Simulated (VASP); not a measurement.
# Ta2C (km) (P-3m1) in VASP: single point with PBEsol

Aim: the single point of Ta2C (km) with PBEsol.

Everything below comes from runs of VASP 6.6.1. Logs are shortened: lines on timing, memory, paths and dates and some standing lists are left out, and cuts for length are marked.

## 1. The cell of the first run

Symmetry: P-3m1, No. 164, trigonal system. Conventional cell: a = 3.095 Å, b = 3.095 Å, c = 4.923 Å, α = 90.00°, β = 90.00°, γ = 120.00°. Ta (site symmetry 3m) has 3 C at 2.18 Å within 2.9 Å. C (site symmetry -3m) has 6 Ta at 2.18 Å within 2.9 Å.

## 2. Single point, PBEsol

File INCAR:

```
  ALGO = Normal
  EDIFF = 1E-6
  ENCUT = 600
  GGA = PS
  GGA_COMPAT = F
  ISIF = 2
  ISMEAR = 0
  LASPH = T
  LCHARG = F
  LREAL = F
  LWAVE = F
  NBANDS = 20
  NELM = 120
  PREC = Accurate
  SIGMA = 0.1
```

File KPOINTS:

```
k-points
0
Gamma
  6 6 4
```

File POSCAR:

```
Ta2C
1.0
    3.0950175959      0.0000000000      0.0000000000
   -1.5475087979      2.6803638632      0.0000000000
    0.0000000000      0.0000000000      4.9225540600
Ta C
2 1
Direct
    0.3333333333      0.6666666667      0.2530520721
    0.6666666667      0.3333333333      0.7469479279
    0.0000000000      0.0000000000      0.0000000000
```

Potentials or basis: VASP PAW PBE potentials, release 64 (Ta_pv, C).

Started as:

```bash
cat potpaw_PBE.64/Ta_pv/POTCAR potpaw_PBE.64/C/POTCAR > POTCAR
mpirun -np 1 vasp_std > vasp.out
```

OUTCAR:

```text
EDIFF = 1E-6
   ENCUT = 600
   GGA = PS
   ISIF = 2
   ISMEAR = 0
   LASPH = T
   LREAL = F
   NELM = 120
   PREC = Accurate

 ion  position               nearest neighbor table
   1  0.333  0.667  0.253-   3 2.18   3 2.18   3 2.18   2 3.02   2 3.02   2 3.02   2 3.07   2 3.07
                             2 3.07
   2  0.667  0.333  0.747-   3 2.18   3 2.18   3 2.18   1 3.02   1 3.02   1 3.02   1 3.07   1 3.07
                             1 3.07
   3  0.000  0.000  0.000-   1 2.18   2 2.18   1 2.18   2 2.18   2 2.18   1 2.18

  LATTYP: Found a hexagonal cell.
 ALAT       =     3.0950175959
 C/A-ratio  =     1.5904769222

  Lattice vectors:

 A1 = (   3.0950175959,   0.0000000000,   0.0000000000)
 A2 = (  -1.5475087979,   2.6803638632,   0.0000000000)
 A3 = (   0.0000000000,   0.0000000000,   4.9225540600)

Analysis of symmetry for initial positions (statically):
=====================================================================
 Subroutine PRICEL returns:
 Original cell was already a primitive cell.

 Routine SETGRP: Setting up the symmetry group for a
 hexagonal supercell.

 Subroutine GETGRP returns: Found 12 space group operations
 (whereof 12 operations were pure point group operations)
 out of a pool of 24 trial point group operations.

The static configuration has the point symmetry D_3d.

Analysis of symmetry for dynamics (positions and initial velocities):
=====================================================================
 Subroutine PRICEL returns:
 Original cell was already a primitive cell.

 Routine SETGRP: Setting up the symmetry group for a
 hexagonal supercell.

 Subroutine GETGRP returns: Found 12 space group operations
 (whereof 12 operations were pure point group operations)
 out of a pool of 24 trial point group operations.

The dynamic configuration has the point symmetry D_3d.

 Subroutine INISYM returns: Found 12 space group operations
 (whereof 12 operations are pure point group operations),
 and found     1 'primitive' translations

----------------------------------------------------------------------------------------
[... 86 lines left out ...]
   ISTART =      0    job   : 0-new  1-cont  2-samecut
   ICHARG =      2    charge: 1-file 2-atom 10-const
   ISPIN  =      1    spin polarized calculation?
   LNONCOLLINEAR =      F non collinear calculations
   LSORBIT =      F    spin-orbit coupling
   LASPH  =      T    aspherical Exc in radial PAW
   ENCUT  =  600.0 eV  44.10 Ry    6.64 a.u.   6.18  6.18  9.83*2*pi/ulx,y,z
   NELM   =    120;   NELMIN=  2; NELMDL= -5     # of ELM steps
   EDIFF  = 0.1E-05   stopping-criterion for ELM
   LREAL  =      F    real-space projection
   EDIFFG = 0.1E-04   stopping-criterion for IOM
   NSW    =      0    number of steps for IOM
   IBRION =     -1    ionic relax: 0-MD 1-quasi-New 2-CG
   NFREE  =      0    steps in history (QN), initial steepest desc. (CG)
   ISIF   =      2    stress and relaxation
   ISYM   =      2    0-nonsym 1-usesym 2-fastsym
   POTIM  = 0.5000    time-step for ionic-motion
   TEBEG  =    0.0;   TEEND  =   0.0 temperature during run
   PSTRESS=    0.0 pullay stress
   NELECT =      26.0000    total number of electrons
   NUPDOWN=      -1.0000    fix difference up-down
   EMIN   =  10.00;   EMAX   =-10.00  energy-range for DOS
   EFERMI =   0.00;   METHOD = LEGACY
   ISMEAR =     0;   SIGMA  =   0.10  broadening in eV -4-tet -1-fermi 0-gaus
   EFERMI_NEDOS =   21; number of points for ismear=-14 and -15
   IALGO  =     38    algorithm
   IMIX   =      4    mixing-type and parameters
     AMIX     =   0.40;   BMIX     =  1.00
     AMIX_MAG =   1.60;   BMIX_MAG =  1.00
  volume/ion in A,a.u.               =      13.61        91.86
  Fermi-wavevector in a.u.,A,eV,Ry     =   1.408370  2.661434 26.987245  1.983507
  Thomas-Fermi vector in A             =   2.530535
   LORBIT       =      0    0 simple, 1 ext, 2 COOP (PROOUT), +10 PAW based schemes
   GGA     = PS    functional components
   LHFCALC =     F    Hartree Fock is set to
   AEXX    =    0.0000 exact exchange contribution
   IVDW    =     0    specifies the selected vdW correction
   LEPSILON=     F    determine dielectric tensor
   LRPA    =     F    only Hartree local field effects (RPA)
 non-spin polarized calculation
 Gauss-broadening in eV      SIGMA  =   0.10
  energy-cutoff  :      600.00
  volume of cell :       40.84
 maximum number of plane-waves:      1387
 NGX is ok and might be reduce to    28
   NGX = 13   NGY = 13   NGZ = 19

 number of electron      26.0000001 magnetization

 Free energy of the ion-electron system (eV)
  ---------------------------------------------------
  ext. energy  EPLUGINS =         0.00000000
  ---------------------------------------------------
  free energy    TOTEN  =       -36.71217551 eV

  energy without entropy =      -36.70979676  energy(sigma->0) =      -36.71098613

 E-fermi :   6.5408     XC(G=0): -12.9419

 val. band max:        6.5403895225   @ k =   0.0000   0.0000   0.2500
 cond. band min:       6.6913243446   @ k =   0.3333   0.1667   0.5000
 fundamental gap:      0.1509348220
 Fermi energy:         6.5407751838

 k-point     1 :       0.0000    0.0000    0.0000
  band No.  band energies     occupation
      1     -28.2834      2.00000
      2     -27.5750      2.00000
      3     -27.5750      2.00000
      4     -27.4582      2.00000
      5     -27.4582      2.00000
      6     -27.3687      2.00000
[... 541 lines left out ...]
     19      14.0529      0.00000
     20      14.3257      0.00000

------------------------ aborting loop because EDIFF is reached ----------------------------------------

  FORCE on cell =-STRESS in cart. coord.  units (eV):
  Direction    XX          YY          ZZ          XY          YZ          ZX
  --------------------------------------------------------------------------------------
  -------------------------------------------------------------------------------------
  Total        0.0304639      0.0304639      0.0718795      0.0000000     -0.0000000      0.0000000
  in kB        1.1952205      1.1952205      2.8201225      0.0000000     -0.0000000      0.0000000
  external PRESSURE =       1.7368545 kB  Pullay stress =       0.0000000 kB

 VOLUME and BASIS-vectors are now :
 -----------------------------------------------------------------------------
  energy-cutoff  :      600.00
  volume of cell :       40.84
      direct lattice vectors                 reciprocal lattice vectors
     3.095017596  0.000000000  0.000000000     0.323099940  0.186541837  0.000000000
    -1.547508798  2.680363863  0.000000000     0.000000000  0.373083675  0.000000000
     0.000000000  0.000000000  4.922554060     0.000000000  0.000000000  0.203146575

 POSITION                                       TOTAL-FORCE (eV/Angst)
 -----------------------------------------------------------------------------------
     -0.00000      1.78691      1.24566         0.000000     -0.000000      0.259573
      1.54751      0.89345      3.67689        -0.000000      0.000000     -0.259573
      0.00000      0.00000      0.00000        -0.000000      0.000000      0.000000
 -----------------------------------------------------------------------------------
    total drift:                                0.000000     -0.000000     -0.000000

  FREE ENERGIE OF THE ION-ELECTRON SYSTEM (eV)
  ---------------------------------------------------
  free  energy   TOTEN  =       -36.7121755069 eV

  energy  without entropy=      -36.7097967618  energy(sigma->0) =      -36.71098613
```

stdout:

```text
POSCAR found type information on POSCAR TaC
 POSCAR found :  2 types and       3 ions
 scaLAPACK will be used
 -----------------------------------------------------------------------------
|                                                                             |
|                                                                             |
|     You enforced a specific xc type in the INCAR file but a different       |
|     I HOPE YOU KNOW WHAT YOU ARE DOING!                                     |
|                                                                             |
 -----------------------------------------------------------------------------

 LDA part: xc-table for (Slater+PW92), standard interpolation
 POSCAR, INCAR and KPOINTS ok, starting setup
 FFT: planning ... GRIDC
 FFT: planning ... GRID_SOFT
 FFT: planning ... GRID
 WAVECAR not read
 entering main loop
```

Run time: 26 s. Hardware: 1 thread of AMD EPYC 9R14 (Zen 4), shared host; peak memory 0.16 GiB.

Results:

- Free energy: -36.7122 eV
- Pressure: 0.2 GPa
- Largest force: 0.260 eV/Å
- Band gap on the k mesh: zero (band 13 reaches 7.00 eV, above the bottom of band 14 at 6.20 eV)

Forces in eV/Å, atoms in the order of the input:
```
Ta   0.000  0.000  0.260
Ta   0.000  0.000 -0.260
C    0.000  0.000  0.000
```

Levels at points of the mesh, in eV from the Fermi level:
| k point | band 9 | band 10 | band 11 | band 12 | band 13 | band 14 | band 15 | band 16 | band 17 | band 18 |
| --- | --- | --- | --- | --- | --- | --- | --- | --- | --- | --- |
| (0.00, 0.00, 0.00) | -3.65 | -3.65 | -3.04 | -0.06 | 0.46 | 0.46 | 1.09 | 1.09 | 2.34 | 2.34 |
| (0.50, 0.00, 0.00) | -4.41 | -4.07 | -3.82 | -1.85 | -0.28 | 3.30 | 3.45 | 4.67 | 5.09 | 5.20 |
| (0.00, 0.00, 0.50) | -3.90 | -3.90 | -1.89 | -1.59 | -0.34 | -0.34 | 2.94 | 2.94 | 3.47 | 3.47 |
| (0.50, 0.00, 0.50) | -4.69 | -3.62 | -2.60 | -1.20 | -1.02 | 1.49 | 1.51 | 4.31 | 4.84 | 4.97 |

Caveat: the k points lie up to 0.39 Å⁻¹ apart; the PAW data sets were made with another functional, which shifts forces and pressure a little; spin-orbit coupling is left out, which moves the levels of the heavy elements.
